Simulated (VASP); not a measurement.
Set up this calculation in VASP 6.6.1, as the native input.

| Property | Result |
| --- | --- |
| Task | single point |
| Functional | PBE |
| Potentials or basis | VASP PAW PBE potentials, release 64 (Hf_pv, Sc_sv) |
| Cutoff | 520 eV |
| k mesh | 6 × 6 × 6 |
| Occupations | gaussian, width 0.1 eV |
| Spin | no spin polarisation |
| Dipole correction | no |
| Further INCAR settings | ALGO = Normal; EDIFF = 1e-07; NBANDS = 23 |

The structure of HfSc2 lies in POSCAR:

```
HfSc2
1.0
   -1.8829101460      1.8829101460      4.9819949307
    1.8829101460     -1.8829101460      4.9819949307
    1.8829101460      1.8829101460     -4.9819949307
Hf Sc
1 2
Direct
    0.0000000000      0.0000000000      0.0000000000
    0.6660372411      0.6660372411      0.0000000000
    0.3339627589      0.3339627589      0.0000000000
```

One way to write it, as run:

INCAR

```
SYSTEM = HfSc2
  ALGO = Normal
  EDIFF = 1E-7
  ENCUT = 520
  GGA = PE
  ISIF = 2
  ISMEAR = 0
  LASPH = .True.
  LCHARG = .True.
  LELF = .True.
  LREAL = .False.
  LVHAR = .True.
  LWAVE = .False.
  NBANDS = 23
  NELM = 100
  PREC = Accurate
  SIGMA = 0.1
```

KPOINTS

```
k-points
0
Gamma
  6 6 6
  0 0 0
```

Potentials or basis: VASP PAW PBE potentials, release 64 (Hf_pv, Sc_sv).

Command:

```console
$ cat potpaw_PBE.64/Hf_pv/POTCAR potpaw_PBE.64/Sc_sv/POTCAR > POTCAR
$ mpirun -np 1 vasp_std > vasp.out
```

It gave:

```yaml
Pressure: -0.1 GPa
Largest_force: 0.033 eV/Å
Band_gap_on_the_k_mesh: zero (bands 16 and 17 overlap by 1.43 eV)
```

Caveat: spin-orbit coupling is left out, which moves the levels of the heavy elements.

Wall time 84 s on 1 thread of Intel(R) Xeon(R) Platinum 8488C (Sapphire Rapids), on a shared host, peak memory 0.27 GiB.
